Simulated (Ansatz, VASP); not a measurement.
## One calculation of Si16O, two programs

```xyz
17
Lattice="0.0000 5.4300 5.4300 5.4300 0.0000 5.4300 5.4300 5.4300 0.0000" Properties=species:S:1:pos:R:3 pbc="T T T"
Si    0.0711   -0.0269    0.0748
Si    1.4303    1.1207    1.6214
Si    2.7350    2.5283    0.3047
Si    4.0877    4.0675    1.3824
Si    2.8297   -0.1781    2.9562
Si    4.1385    1.3555    4.1714
Si    5.4103    2.7049    2.7094
Si    6.4782    4.2580    4.0539
Si    0.0038    2.6971    2.6906
Si    1.3436    4.0529    4.0656
Si    2.6134    5.4205    2.6385
Si    3.8189    6.9646    3.9447
Si    2.7119    2.7265    5.4382
Si    4.0855    4.0856    6.7758
Si    5.1506    5.6656    5.3495
Si    6.7054    6.8029    6.7106
O     6.7816    3.4086    5.4513
```

Alike in both runs: functional PBE; k mesh 2 × 2 × 2; occupations gaussian, width 0.05 eV; collinear spin.

Ansatz relaxed the structure, and its values are those at the end. VASP's run is a single point on that final structure, the one shown.

|  | VASP | Ansatz |
| --- | --- | --- |
| version | VASP 6.6.1 | Ansatz 0.2.0 |
| potentials or method | VASP PAW PBE potentials, release 64 (Si, O), cutoff 520 eV | scalar-relativistic, plane waves, PAW |
| valence electrons in the cell | 70 | 70 |

VASP gave:

| Item | Value |
| --- | --- |
| rms of the force components (eV/Å) | 0.016 |
| net moment per atom (μB) | 0.00 |

**Question.** Which values does Ansatz return?

**Answer.** rms of the force components (eV/Å): 0.006; net moment per atom (μB): 0.00.

Ansatz's warnings: filled band counts differ across k points, seeded moment not kept.

The k mesh is coarse, so the values compare programs but aren't converged.
